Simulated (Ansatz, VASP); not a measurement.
## Si2Mo: VASP beside Ansatz

```
Si Mo
1.0
     4.58465    0.00000    0.00000
    -2.29233    3.97043    0.00000
     0.00000    0.00000    6.57758
Si Mo
6 3
Direct
  0.16386 0.83614 0.83333
  0.32772 0.16386 0.16667
  0.83614 0.67228 0.50000
  0.83614 0.16386 0.83333
  0.67228 0.83614 0.16667
  0.16386 0.32772 0.50000
  0.50000 0.00000 0.50000
  0.00000 0.50000 0.16667
  0.50000 0.50000 0.83333
```

Alike in both runs: functional r2SCAN; k mesh 9 × 9 × 6; occupations gaussian, width 0.01 eV; no spin polarisation.

Ansatz relaxed the structure, and its values are those at the end. VASP's run is a single point on that final structure, the one shown.

|  | VASP | Ansatz |
| --- | --- | --- |
| version | VASP 6.6.1 | Ansatz 0.2.0 |
| potentials or method | VASP PAW PBE potentials, release 64 (Si, Mo_sv), cutoff 520 eV | scalar-relativistic, plane waves, PAW |
| valence electrons in the cell | 66 | 66 |

```csv
,VASP,Ansatz,Ansatz less VASP
gap on the k mesh at the Fermi level (eV),0.28,0.29,+0.004
least direct gap on the mesh (eV),0.74,0.75,+0.001
pressure (GPa),0.3,0.0,-0.31
rms of the force components (eV/Å),0.004,0.000,-0.0034
```

VASP's potentials were made for PBE, not for r2SCAN.
